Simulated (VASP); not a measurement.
# MnSb (P6_3/mmc) in VASP: a series of runs

MnSb is run at these levels: PBE, PBEsol, PBEsol-based screened hybrid; tasks: single point.

All numbers are computed with VASP 6.6.1; they aren't measurements. Logs are shortened: lines on timing, memory, paths and dates and some standing lists are left out, and cuts for length are marked.

### Step 1. The cell of the first run

It takes space group P6_3/mmc (No. 194, hexagonal). The conventional cell has a = 4.150 Å, b = 4.150 Å, c = 5.780 Å, α = 90.00°, β = 90.00°, γ = 120.00°. Sb (site symmetry -6m2) has 6 Mn at 2.80 Å within 3.7 Å. Mn (site symmetry -3m) has 6 Sb at 2.80 Å and 2 Mn at 2.89 Å within 3.7 Å.

### Step 2. Single point, PBE, collinear spin, ferromagnetic start

File INCAR:

```
ALGO = Normal
EDIFF = 1E-6
ENCUT = 520
GGA = PE
ISIF = 2
ISMEAR = -1
ISPIN = 2
LASPH = T
LCHARG = T
LELF = T
LMAXMIX = 4
LORBIT = 11
LREAL = F
LVHAR = T
LWAVE = F
MAGMOM = 0 0 4 4
NBANDS = 30
NELM = 150
PREC = Accurate
SIGMA = 0.05
```

File KPOINTS:

```
k-points
0
Gamma
  5 5 4
```

File POSCAR:

```
MnSb
1.0
    4.1500000000      0.0000000000      0.0000000000
   -2.0750000000      3.5940054257      0.0000000000
    0.0000000000      0.0000000000      5.7800000000
Sb Mn
2 2
Direct
    0.6666666667      0.3333333333      0.7500000000
    0.3333333333      0.6666666667      0.2500000000
    0.0000000000      0.0000000000      0.5000000000
    0.0000000000      0.0000000000      0.0000000000
```

Potentials or basis: VASP PAW PBE potentials, release 64 (Sb, Mn_pv).

Command:

```sh
cat potpaw_PBE.64/Sb/POTCAR potpaw_PBE.64/Mn_pv/POTCAR > POTCAR
mpirun -np 1 vasp_std > vasp.out
```

OUTCAR:

```text
EDIFF = 1E-6
   ENCUT = 520
   GGA = PE
   ISIF = 2
   ISMEAR = -1
   ISPIN = 2
   LASPH = T
   LORBIT = 11
   LREAL = F
   NELM = 150
   PREC = Accurate

 ion  position               nearest neighbor table
   1  0.667  0.333  0.750-   3 2.80   4 2.80   3 2.80   4 2.80   3 2.80   4 2.80   2 3.75   2 3.75
                             2 3.75   2 3.75   2 3.75   2 3.75
   2  0.333  0.667  0.250-   3 2.80   4 2.80   3 2.80   4 2.80   3 2.80   4 2.80   1 3.75   1 3.75
                             1 3.75   1 3.75   1 3.75   1 3.75
   3  0.000  0.000  0.500-   1 2.80   2 2.80   2 2.80   1 2.80   1 2.80   2 2.80   4 2.89   4 2.89

   4  0.000  0.000  0.000-   1 2.80   2 2.80   2 2.80   1 2.80   1 2.80   2 2.80   3 2.89   3 2.89

  LATTYP: Found a hexagonal cell.
 ALAT       =     4.1500000000
 C/A-ratio  =     1.3927710843

  Lattice vectors:

 A1 = (   4.1500000000,   0.0000000000,   0.0000000000)
 A2 = (  -2.0750000000,   3.5940054257,   0.0000000000)
 A3 = (   0.0000000000,   0.0000000000,   5.7800000000)

Analysis of symmetry for initial positions (statically):
=====================================================================
 Subroutine PRICEL returns:
 Original cell was already a primitive cell.

 Routine SETGRP: Setting up the symmetry group for a
 hexagonal supercell.

 Subroutine GETGRP returns: Found 24 space group operations
 (whereof 12 operations were pure point group operations)
 out of a pool of 24 trial point group operations.

The static configuration has the point symmetry D_3d.
 The point group associated with its full space group is D_6h.

Analysis of symmetry for dynamics (positions and initial velocities):
=====================================================================
 Subroutine PRICEL returns:
 Original cell was already a primitive cell.

 Routine SETGRP: Setting up the symmetry group for a
 hexagonal supercell.

 Subroutine GETGRP returns: Found 24 space group operations
 (whereof 12 operations were pure point group operations)
 out of a pool of 24 trial point group operations.

The dynamic configuration has the point symmetry D_3d.
 The point group associated with its full space group is D_6h.

Analysis of structural, dynamic, and magnetic symmetry:
=====================================================================
 Subroutine PRICEL returns:
 Original cell was already a primitive cell.

 Routine SETGRP: Setting up the symmetry group for a
 hexagonal supercell.

 Subroutine GETGRP returns: Found 24 space group operations
 (whereof 12 operations were pure point group operations)
 out of a pool of 24 trial point group operations.

The overall configuration has the point symmetry D_3d.
 The point group associated with its full space group is D_6h.

 Subroutine INISYM returns: Found 24 space group operations
 (whereof 12 operations are pure point group operations),
 and found     1 'primitive' translations

----------------------------------------------------------------------------------------

                                     Primitive cell

  volume of cell :      86.2094

  direct lattice vectors                    reciprocal lattice vectors
     4.150000000  0.000000000  0.000000000     0.240963855  0.139120547  0.000000000
    -2.075000000  3.594005426  0.000000000     0.000000000  0.278241094  0.000000000
     0.000000000  0.000000000  5.780000000     0.000000000  0.000000000  0.173010381

  length of vectors
     4.150000000  4.150000000  5.780000000     0.278241094  0.278241094  0.173010381

  position of ions in fractional coordinates (direct lattice)
     0.666666667  0.333333333  0.750000000
     0.333333333  0.666666667  0.250000000
     0.000000000  0.000000000  0.500000000
     0.000000000  0.000000000  0.000000000

  ion indices of the primitive-cell ions
   primitive index   ion index
                 1           1
                 2           2
[... 26 lines left out ...]

 Found     15 irreducible k-points:

 Following reciprocal coordinates:
            Coordinates               Weight
  0.000000  0.000000  0.000000      1.000000
  0.200000  0.000000  0.000000      6.000000
  0.400000  0.000000  0.000000      6.000000
  0.200000  0.200000  0.000000      6.000000
  0.400000  0.200000  0.000000      6.000000
  0.000000  0.000000  0.250000      2.000000
  0.200000  0.000000  0.250000     12.000000
  0.400000  0.000000  0.250000     12.000000
  0.200000  0.200000  0.250000     12.000000
  0.400000  0.200000  0.250000     12.000000
  0.000000  0.000000  0.500000      1.000000
  0.200000  0.000000  0.500000      6.000000
  0.400000  0.000000  0.500000      6.000000
  0.200000  0.200000  0.500000      6.000000
  0.400000  0.200000  0.500000      6.000000
   k-points           NKPTS =     15   k-points in BZ     NKDIM =     15   number of bands    NBANDS=     30
   number of dos      NEDOS =    301   number of ions     NIONS =      4
   total plane-waves  NPLWV =  49152
   dimension x,y,z NGX =    32 NGY =   32 NGZ =   48
   dimension x,y,z NGXF=    64 NGYF=   64 NGZF=   96
   ions per type =               2   2
   NGX,Y,Z   is equivalent  to a cutoff of  12.82, 12.82, 13.81 a.u.
   NGXF,Y,Z  is equivalent  to a cutoff of  25.64, 25.64, 27.61 a.u.
 SYSTEM =  unknown system
   PREC   = accura    normal or accurate (medium, high low for compatibility)
   ISTART =      0    job   : 0-new  1-cont  2-samecut
   ICHARG =      2    charge: 1-file 2-atom 10-const
   ISPIN  =      2    spin polarized calculation?
   LNONCOLLINEAR =      F non collinear calculations
   LSORBIT =      F    spin-orbit coupling
   LASPH  =      T    aspherical Exc in radial PAW
   ENCUT  =  520.0 eV  38.22 Ry    6.18 a.u.   7.72  7.72 10.75*2*pi/ulx,y,z
   NELM   =    150;   NELMIN=  2; NELMDL= -5     # of ELM steps
   EDIFF  = 0.1E-05   stopping-criterion for ELM
   LREAL  =      F    real-space projection
   EDIFFG = 0.1E-04   stopping-criterion for IOM
   NSW    =      0    number of steps for IOM
   IBRION =     -1    ionic relax: 0-MD 1-quasi-New 2-CG
   NFREE  =      0    steps in history (QN), initial steepest desc. (CG)
   ISIF   =      2    stress and relaxation
   ISYM   =      2    0-nonsym 1-usesym 2-fastsym
   POTIM  = 0.5000    time-step for ionic-motion
   TEBEG  =    0.0;   TEEND  =   0.0 temperature during run
   PSTRESS=    0.0 pullay stress
   NELECT =      36.0000    total number of electrons
   NUPDOWN=      -1.0000    fix difference up-down
   EMIN   =  10.00;   EMAX   =-10.00  energy-range for DOS
   EFERMI =   0.00;   METHOD = LEGACY
   ISMEAR =    -1;   SIGMA  =   0.05  broadening in eV -4-tet -1-fermi 0-gaus
   EFERMI_NEDOS =   21; number of points for ismear=-14 and -15
   IALGO  =     38    algorithm
   IMIX   =      4    mixing-type and parameters
     AMIX     =   0.40;   BMIX     =  1.00
     AMIX_MAG =   1.60;   BMIX_MAG =  1.00
  volume/ion in A,a.u.               =      21.55       145.44
  Fermi-wavevector in a.u.,A,eV,Ry     =   1.223651  2.312364 20.372288  1.497321
  Thomas-Fermi vector in A             =   2.358754
   LORBIT       =     11    0 simple, 1 ext, 2 COOP (PROOUT), +10 PAW based schemes
   GGA     = PE    functional components
   LHFCALC =     F    Hartree Fock is set to
   AEXX    =    0.0000 exact exchange contribution
   IVDW    =     0    specifies the selected vdW correction
   LEPSILON=     F    determine dielectric tensor
   LRPA    =     F    only Hartree local field effects (RPA)
 spin polarized calculation
  energy-cutoff  :      520.00
  volume of cell :       86.21
 maximum number of plane-waves:      2350
 NGX is ok and might be reduce to    32
   NGX = 15   NGY = 15   NGZ = 21

 number of electron      36.0000010 magnetization       6.6613714

 Free energy of the ion-electron system (eV)
  ---------------------------------------------------
  ext. energy  EPLUGINS =         0.00000000
  ---------------------------------------------------
  free energy    TOTEN  =       -26.33593703 eV

  energy without entropy =      -26.32194073  energy(sigma->0) =      -26.32893888

 E-fermi :   7.6574     XC(G=0): -10.6089

 val. band max:        7.5744463960   @ k =   0.4000   0.2000   0.2500
 cond. band min:       7.6788316370   @ k =   0.2000   0.0000   0.2500
 fundamental gap:      0.1043852410
 Fermi energy:         7.6574289146

 spin component 1

 k-point     1 :       0.0000    0.0000    0.0000
  band No.  band energies     occupation
      1     -42.2735      1.00000
      2     -42.2735      1.00000
      3     -42.2661      1.00000
      4     -42.2661      1.00000
      5     -42.0268      1.00000
      6     -41.9474      1.00000
[... 484 lines left out ...]
     29      14.7985      0.00000
     30      14.7985      0.00000
 Fermi energy:         7.6574289146

 spin component 2

 k-point     1 :       0.0000    0.0000    0.0000
  band No.  band energies     occupation
      1     -38.6433      1.00000
      2     -38.6433      1.00000
      3     -38.6342      1.00000
      4     -38.6342      1.00000
      5     -38.5775      1.00000
      6     -38.4831      1.00000
[... 484 lines left out ...]
     29      15.5414      0.00000
     30      15.5414      0.00000

------------------------ aborting loop because EDIFF is reached ----------------------------------------

  FORCE on cell =-STRESS in cart. coord.  units (eV):
  Direction    XX          YY          ZZ          XY          YZ          ZX
  --------------------------------------------------------------------------------------
  -------------------------------------------------------------------------------------
  Total       -1.5369499     -1.5369499     -2.2445145      0.0000000      0.0000000      0.0000000
  in kB      -28.5637761    -28.5637761    -41.7136638      0.0000000      0.0000000      0.0000000
  external PRESSURE =     -32.9470720 kB  Pullay stress =       0.0000000 kB

 VOLUME and BASIS-vectors are now :
 -----------------------------------------------------------------------------
  energy-cutoff  :      520.00
  volume of cell :       86.21
      direct lattice vectors                 reciprocal lattice vectors
     4.150000000  0.000000000  0.000000000     0.240963855  0.139120547  0.000000000
    -2.075000000  3.594005426  0.000000000     0.000000000  0.278241094  0.000000000
     0.000000000  0.000000000  5.780000000     0.000000000  0.000000000  0.173010381

 POSITION                                       TOTAL-FORCE (eV/Angst)
 -----------------------------------------------------------------------------------
      2.07500      1.19800      4.33500         0.000000     -0.000000      0.000000
     -0.00000      2.39600      1.44500        -0.000000      0.000000      0.000000
      0.00000      0.00000      2.89000        -0.000000      0.000000      0.000000
      0.00000      0.00000      0.00000        -0.000000      0.000000      0.000000
 -----------------------------------------------------------------------------------
    total drift:                               -0.000000      0.000000      0.000000

  FREE ENERGIE OF THE ION-ELECTRON SYSTEM (eV)
  ---------------------------------------------------
  free  energy   TOTEN  =       -26.3359370292 eV

  energy  without entropy=      -26.3219407252  energy(sigma->0) =      -26.32893888

 total charge

# of ion       s       p       d       tot
------------------------------------------
    1        1.144   1.260   0.041   2.445
    2        1.144   1.260   0.041   2.445
    3        0.272   6.206   5.038  11.516
    4        0.272   6.206   5.038  11.516
--------------------------------------------------
tot          2.831  14.933  10.157  27.921

 magnetization (x)

# of ion       s       p       d       tot
------------------------------------------
    1        0.013  -0.151   0.005  -0.133
    2        0.013  -0.151   0.005  -0.133
    3        0.036   0.025   3.331   3.392
    4        0.036   0.025   3.331   3.392
--------------------------------------------------
tot          0.098  -0.253   6.673   6.518
```

Run time: 37 s. Hardware: 1 thread of Intel Xeon 6975P-C (Granite Rapids), shared host; peak memory 0.27 GiB.

Results:

- Free energy: -26.3359 eV
- Pressure: -3.3 GPa
- Net moment: 6.66 μB per cell
- Site moments: Sb -0.13; Mn +3.39 μB
- Valence electrons inside the program's atomic spheres: Sb 2.44; Mn 11.52

Levels at points of the mesh, in eV from the Fermi level:
Spin up:
```tsv
k point	band 19	band 20	band 21	band 22	band 23	band 24
(0.00, 0.00, 0.00)	-0.49	0.50	0.50	2.26	2.26	2.62
(0.00, 0.00, 0.50)	-0.59	-0.59	1.73	1.73	1.73	1.73
```
Spin down:
```tsv
k point	band 11	band 12	band 13	band 14	band 15	band 16	band 17	band 18	band 19	band 20
(0.00, 0.00, 0.00)	-2.43	-0.89	0.03	0.03	0.31	0.31	0.54	0.54	1.47	1.47
(0.00, 0.00, 0.50)	-1.62	-1.62	-1.62	-1.62	0.56	0.56	0.56	0.56	0.80	0.80
```

Caveat: spin-orbit coupling is left out, which moves the levels of the heavy elements; only a ferromagnetic start was run, and an antiferromagnetic order may lie lower in energy.

(Part 1 of 2 ends here.)
